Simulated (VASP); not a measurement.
**B: single point with PBEsol**

The system is B.

```
B
1.0
     2.96210    0.00000    0.00000
    -1.48105    2.56525    0.00000
     0.00000    0.00000    2.91415
B
3
Cartesian
  0.0000 0.0000 0.0000
  0.0000 1.7102 1.4571
  1.4810 0.8551 1.4571
```

This cell differs from its parent crystal: volume scaled by 1.12.

```yaml
Program: VASP 6.6.1
Task: single point
Functional: PBEsol
Potentials_or_basis: VASP PAW PBE potentials, release 64 (B)
Cutoff: 520 eV
k_mesh: 14 × 14 × 13
Occupations: fermi-dirac, width 0.1 eV
Spin: no spin polarisation
```

| Quantity | Value |
| --- | --- |
| Pressure | -21.5 GPa |

Stress tensor (GPa, compression positive):
```
-25.33   0.00   0.00
  0.00 -25.33   0.00
  0.00   0.00 -13.86
```

Levels at points of the mesh, in eV from the Fermi level:
| k point | band 1 | band 2 | band 3 | band 4 | band 5 | band 6 | band 7 | band 8 |
| --- | --- | --- | --- | --- | --- | --- | --- | --- |
| (0.00, 0.00, 0.00) | -15.94 | -3.81 | -0.96 | -0.96 | 0.89 | 0.89 | 1.65 | 8.44 |
| (0.50, 0.00, 0.00) | -11.56 | -11.30 | -5.02 | 0.94 | 1.14 | 1.57 | 4.55 | 5.68 |

Run time: 17 s on 1 thread of AMD EPYC 9R45 (Zen 5), with other jobs on the host, peak memory 0.12 GiB.

Caveat: the PAW data sets were made with another functional, which shifts forces and pressure a little.
